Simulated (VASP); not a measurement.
Write the native input for VASP 6.6.1 that does the following.

```
Task                   : single point
Functional             : LDA
Potentials or basis    : VASP PAW LDA potentials, release 64 (Bi_d, Rh_pv)
Cutoff                 : 520 eV
k mesh                 : 12 × 12 × 7
Occupations            : fermi-dirac, width 0.03 eV
Spin                   : no spin polarisation
Dipole correction      : no
Further INCAR settings : ALGO = Normal; EDIFF = 1e-06; NBANDS = 38
```

The structure of BiRh lies in POSCAR:

```
BiRh
1.0
    4.1758808820      0.0000000000      0.0000000000
   -2.0879404410      3.6164189269      0.0000000000
    0.0000000000      0.0000000000      5.6630000000
Bi Rh
2 2
Direct
    0.3333333333      0.6666666667      0.2500000000
    0.6666666667      0.3333333333      0.7500000000
    0.0000000000      0.0000000000      0.0000000000
    0.0000000000      0.0000000000      0.5000000000
```

This cell differs from its parent crystal: equal xx and yy strain of +2 %.

These files were run (other wordings do the same):

INCAR

```
SYSTEM = BiRh
PREC     = Accurate       ! precision mode
ENCUT    = 520            ! plane-wave cutoff, eV
EDIFF    = 1E-6           ! SCF threshold, eV
ISMEAR   = -1             ! smearing method
SIGMA    = 0.03           ! smearing width, eV
LREAL    = .False.        ! projectors in reciprocal space
LASPH    = .True.         ! aspherical terms in the spheres
NELM     = 60             ! most SCF steps
ALGO     = Normal         ! electronic algorithm
ISIF     = 2              ! what is computed and relaxed
LWAVE    = .False.        ! write WAVECAR
LCHARG   = .False.        ! write CHGCAR
NBANDS   = 38             ! bands
```

KPOINTS

```
regular mesh
0
Gamma
  12 12 7
  0 0 0
```

Potentials or basis: VASP PAW LDA potentials, release 64 (Bi_d, Rh_pv).

The run is started by

```bash
$ cat potpaw_LDA.64/Bi_d/POTCAR potpaw_LDA.64/Rh_pv/POTCAR > POTCAR
$ mpirun -np 1 vasp_std > vasp.out
```

It gave:

```yaml
Pressure: -6.9 GPa
Band_gap_on_the_k_mesh: zero (bands 30 and 31 overlap by 2.30 eV)
```

Caveat: the cell differs from its parent crystal (equal xx and yy strain of +2 %); the cell stands under tension; spin-orbit coupling is left out, which moves the levels of the heavy elements.

Run time: 86 s on 1 thread of AMD EPYC 9R45 96-Core Processor (Zen 5), with other jobs on the host, peak memory 0.28 GiB.
